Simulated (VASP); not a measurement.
A run of VASP 6.6.1:

The input INCAR:

```
SYSTEM = Sn
PREC = Accurate
ENCUT = 600
EDIFF = 1E-6
ISMEAR = 0
SIGMA = 0.1
LREAL = .False.
LASPH = .True.
NELM = 80
ALGO = Normal
ISIF = 3
LWAVE = .False.
LCHARG = .False.
GGA = PS
IBRION = 2
NSW = 70
EDIFFG = -0.008
PSTRESS = 400.0
```

The input KPOINTS:

```
regular mesh
0
Gamma
  12 12 12
  0 0 0
```

File POSCAR:

```
Sn
1.0
    0.0000000000      2.9223909357      2.9223909357
    2.9223909357      0.0000000000      2.9223909357
    2.9223909357      2.9223909357      0.0000000000
Sn
2
Direct
    0.0000000000      0.0000000000      0.0000000000
    0.2500000000      0.2500000000      0.2500000000
```

Potentials or basis: VASP PAW PBE potentials, release 64 (Sn_d).

Launch:

```bash
$ cat potpaw_PBE.64/Sn_d/POTCAR > POTCAR
$ mpirun -np 1 vasp_std > vasp.out
```

Hardware: 1 thread of Intel Xeon 6975P-C, on a shared host.

Estimate the wall time of this run.

Wall time 2.8 min on 1 thread of Intel Xeon 6975P-C, on a shared host, peak memory 0.25 GiB. Counts: scf iterations 35, k points 72, ion steps 4.
